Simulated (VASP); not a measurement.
# NaAl (Pm-3m) in VASP: notebook, part 2 of 2

VASP 6.6.1.

## (4) Relaxation of cell and atoms, PBE

The input, INCAR:

```
SYSTEM = NaAl
PREC     = Accurate       ! precision mode
ENCUT    = 600            ! plane-wave cutoff, eV
EDIFF    = 1E-6           ! SCF threshold, eV
ISMEAR   = 0              ! smearing method
SIGMA    = 0.1            ! smearing width, eV
LREAL    = .False.        ! projectors in reciprocal space
LASPH    = .True.         ! aspherical terms in the spheres
NELM     = 100            ! most SCF steps
ALGO     = Normal         ! electronic algorithm
ISIF     = 3              ! what is computed and relaxed
LWAVE    = .False.        ! write WAVECAR
LCHARG   = .False.        ! write CHGCAR
GGA      = PE             ! functional
IBRION   = 2              ! ionic algorithm
NSW      = 90             ! ionic steps
EDIFFG   = -0.04          ! ionic threshold
```

The input, KPOINTS:

```
regular mesh
0
Gamma
  6 6 6
  0 0 0
```

The input, POSCAR:

```
NaAl
1.0
    3.3234359248      0.0000000000      0.0000000000
    0.0000000000      3.3234359248      0.0000000000
    0.0000000000      0.0000000000      3.3234359248
Na Al
1 1
Direct
    0.0000000000      0.0000000000      0.0000000000
    0.5000000000      0.5000000000      0.5000000000
```

Potentials or basis: VASP PAW PBE potentials, release 64 (Na_pv, Al).

Run with:

```sh
> cat potpaw_PBE.64/Na_pv/POTCAR potpaw_PBE.64/Al/POTCAR > POTCAR
> mpirun -np 1 vasp_std > vasp.out
```

OUTCAR:

```text
SYSTEM = NaAl
   PREC = Accurate
   ENCUT = 600
   EDIFF = 1E-6
   ISMEAR = 0
   LREAL = .False.
   LASPH = .True.
   NELM = 100
   ISIF = 3
   GGA = PE
   IBRION = 2
   NSW = 90
   EDIFFG = -0.04

 ion  position               nearest neighbor table
   1  0.000  0.000  0.000-   2 2.88   2 2.88   2 2.88   2 2.88   2 2.88   2 2.88   2 2.88   2 2.88

   2  0.500  0.500  0.500-   1 2.88   1 2.88   1 2.88   1 2.88   1 2.88   1 2.88   1 2.88   1 2.88

  LATTYP: Found a simple cubic cell.
 ALAT       =     3.3234359248

  Lattice vectors:

 A1 = (   3.3234359248,   0.0000000000,   0.0000000000)
 A2 = (   0.0000000000,   3.3234359248,   0.0000000000)
 A3 = (   0.0000000000,   0.0000000000,   3.3234359248)

Analysis of symmetry for initial positions (statically):
=====================================================================
 Subroutine PRICEL returns:
 Original cell was already a primitive cell.

 Routine SETGRP: Setting up the symmetry group for a
 simple cubic supercell.

 Subroutine GETGRP returns: Found 48 space group operations
 (whereof 48 operations were pure point group operations)
 out of a pool of 48 trial point group operations.

The static configuration has the point symmetry O_h .

Analysis of symmetry for dynamics (positions and initial velocities):
=====================================================================
 Subroutine PRICEL returns:
 Original cell was already a primitive cell.

 Routine SETGRP: Setting up the symmetry group for a
 simple cubic supercell.

[... 142 lines left out ...]

 number of electron       9.9999996 magnetization

 Free energy of the ion-electron system (eV)
  ---------------------------------------------------
  ext. energy  EPLUGINS =         0.00000000
  ---------------------------------------------------
  free energy    TOTEN  =        -4.11614315 eV

  energy without entropy =       -4.10967180  energy(sigma->0) =       -4.11290747

 E-fermi :   4.6062     XC(G=0):  -9.3027

 val. band max:        4.3225470839   @ k =   0.3333   0.3333   0.0000
 cond. band min:       4.6229828351   @ k =   0.3333   0.3333   0.1667
 fundamental gap:      0.3004357512
 Fermi energy:         4.6062186685

 k-point     1 :       0.0000    0.0000    0.0000
  band No.  band energies     occupation
      1     -19.1415      2.00000
      2     -19.1415      2.00000
      3     -19.1415      2.00000
      4      -3.3681      2.00000
      5       8.9612      0.00000
      6       8.9612      0.00000
      7       8.9612      0.00000
      8       9.2272      0.00000
      9       9.2272      0.00000
[... 333 lines left out ...]
--------------------------------------- Ionic step        4  -------------------------------------------

 number of electron      10.0000019 magnetization

 Free energy of the ion-electron system (eV)
  ---------------------------------------------------
  ext. energy  EPLUGINS =         0.00000000
  ---------------------------------------------------
  free energy    TOTEN  =        -4.38987034 eV

  energy without entropy =       -4.38369785  energy(sigma->0) =       -4.38678409

 E-fermi :   2.8403     XC(G=0):  -8.4330

 val. band max:        2.6685280100   @ k =   0.5000   0.5000   0.3333
 cond. band min:       2.8620401520   @ k =   0.3333   0.3333   0.1667
 fundamental gap:      0.1935121420
 Fermi energy:         2.8402718910

 k-point     1 :       0.0000    0.0000    0.0000
  band No.  band energies     occupation
      1     -20.8807      2.00000
      2     -20.8807      2.00000
      3     -20.8807      2.00000
      4      -4.0083      2.00000
      5       6.4618      0.00000
      6       6.4618      0.00000
      7       6.4618      0.00000
      8       7.5316      0.00000
      9       7.5316      0.00000
[... 255 lines left out ...]
  FREE ENERGIE OF THE ION-ELECTRON SYSTEM (eV)
  ---------------------------------------------------
  free  energy   TOTEN  =        -4.3898703377 eV

  energy  without entropy=       -4.3836978520  energy(sigma->0) =       -4.38678409

 reached required accuracy - stopping structural energy minimisation
```

It took 11 s on 1 thread of AMD EPYC 9R14 (Zen 4), shared host; peak memory 0.12 GiB.

Results:

| Quantity | Value |
| --- | --- |
| Free energy | -4.3899 eV |
| Relaxed volume | 23.46 Å³/atom |
| Relaxed cell | a = 3.607 Å, b = 3.607 Å, c = 3.607 Å, α = 90.00°, β = 90.00°, γ = 90.00° |
| Space group after relaxing (to 0.05 Å) | Pm-3m (No. 221) |
| Energy gained by relaxing | 136.9 meV/atom |
| Ionic steps | 4 |
| Pressure after relaxing | 0.0 GPa |
| Band gap on the k mesh | zero (band 5 reaches 6.46 eV, above the bottom of band 6 at 1.79 eV) |

Step by step:
| step | energy change (eV) | largest force (eV/Å) | pressure (GPa) | volume (Å³) |
| --- | --- | --- | --- | --- |
| 1 | 0.0000 | 0.0000 | 10.37 | 36.71 |
| 2 | -0.2486 | 0.0000 | 2.55 | 43.39 |
| 3 | -0.2730 | 0.0000 | 0.38 | 46.34 |
| 4 | -0.2737 | 0.0000 | 0.02 | 46.92 |

Final structure:
```
Na Al
1.0
     3.60665    0.00000    0.00000
     0.00000    3.60665    0.00000
     0.00000    0.00000    3.60665
Na Al
1 1
Direct
  0.00000 0.00000 0.00000
  0.50000 0.50000 0.50000
```

Levels at points of the mesh, in eV from the Fermi level:
```tsv
k point	band 1	band 2	band 3	band 4	band 5	band 6	band 7	band 8	band 9
(0.00, 0.00, 0.00)	-23.72	-23.72	-23.72	-6.85	3.62	3.62	3.62	4.69	4.69
(0.50, 0.00, 0.00)	-23.75	-23.72	-23.72	-4.91	-2.75	4.79	4.79	6.70	8.30
(0.50, 0.50, 0.00)	-23.75	-23.75	-23.71	-3.11	-1.05	-1.05	1.88	6.22	9.18
(0.50, 0.50, 0.50)	-23.75	-23.75	-23.75	-0.95	0.34	0.34	0.34	3.35	3.35
```

Caveat: the volume moved by over 15 % at a fixed basis, so the end points are rough.

## (5) Single point, PBE

This run uses another cell than the first one, of 23.55 Å³/atom, 1.283 times its volume.

The input, INCAR:

```
PREC = Accurate ; ENCUT = 520
EDIFF = 1E-6 ; ISMEAR = 0
SIGMA = 0.1 ; LREAL = F
LASPH = T ; NELM = 60
ALGO = Normal ; ISIF = 2
LWAVE = F ; LCHARG = T
GGA = PE ; LELF = T
LVHAR = T ; NBANDS = 12
```

The input, KPOINTS:

```
regular mesh
0
Gamma
  16 16 16
```

The input, POSCAR:

```
NaAl
1.0
    3.6113571772      0.0000000000      0.0000000000
    0.0000000000      3.6113571772      0.0000000000
    0.0000000000      0.0000000000      3.6113571772
Na Al
1 1
Direct
    0.0000000000      0.0000000000      0.0000000000
    0.5000000000      0.5000000000      0.5000000000
```

Run with:

```sh
> cat potpaw_PBE.64/Na_pv/POTCAR potpaw_PBE.64/Al/POTCAR > POTCAR
> mpirun -np 1 vasp_std > vasp.out
```

It took 31 s on 1 thread of AMD EPYC 9R14 (Zen 4), shared host; peak memory 0.18 GiB.

The run converged. Its results:

| Quantity | Value |
| --- | --- |
| Free energy | -4.3904 eV |
| Pressure | -0.1 GPa |
| Band gap on the k mesh | zero (band 5 reaches 6.43 eV, above the bottom of band 6 at 1.77 eV) |

Levels at points of the mesh, in eV from the Fermi level:
```tsv
k point	band 3	band 4	band 5	band 6	band 7	band 8
(0.00, 0.00, 0.00)	-23.80	-6.90	3.54	3.54	3.54	4.62
(0.50, 0.00, 0.00)	-23.80	-4.97	-2.81	4.70	4.70	6.62
(0.50, 0.50, 0.00)	-23.80	-3.18	-1.12	-1.12	1.80	6.13
(0.50, 0.50, 0.50)	-23.83	-1.03	0.28	0.28	0.28	3.28
```

## (6) Overview

| task | cell | k mesh | cutoff (eV) | gap on the mesh (eV) | pressure (GPa) |
| --- | --- | --- | --- | --- | --- |
| single point | a = 3.323 Å, 2 atoms | 6 × 6 × 6 | 520 | none | 10.5 |
| single point | a = 3.596 Å, 2 atoms | 6 × 6 × 6 | 520 | none | 0.2 |
| relaxation of cell and atoms | relaxed from a = 3.323 Å, 2 atoms | 6 × 6 × 6 | 600 | none | 0.0 |
| single point | a = 3.611 Å, 2 atoms | 16 × 16 × 16 | 520 | none | -0.1 |

Alike in all rows: level PBE; potentials or basis VASP PAW PBE potentials, release 64 (Na_pv, Al); no spin polarisation; smearing gaussian 0.1 eV.

Caveats: the volume moved by over 15 % at a fixed basis, so the end points are rough (some runs).

Total energies depend on the potentials used, so only differences within one code and one set of settings carry meaning.
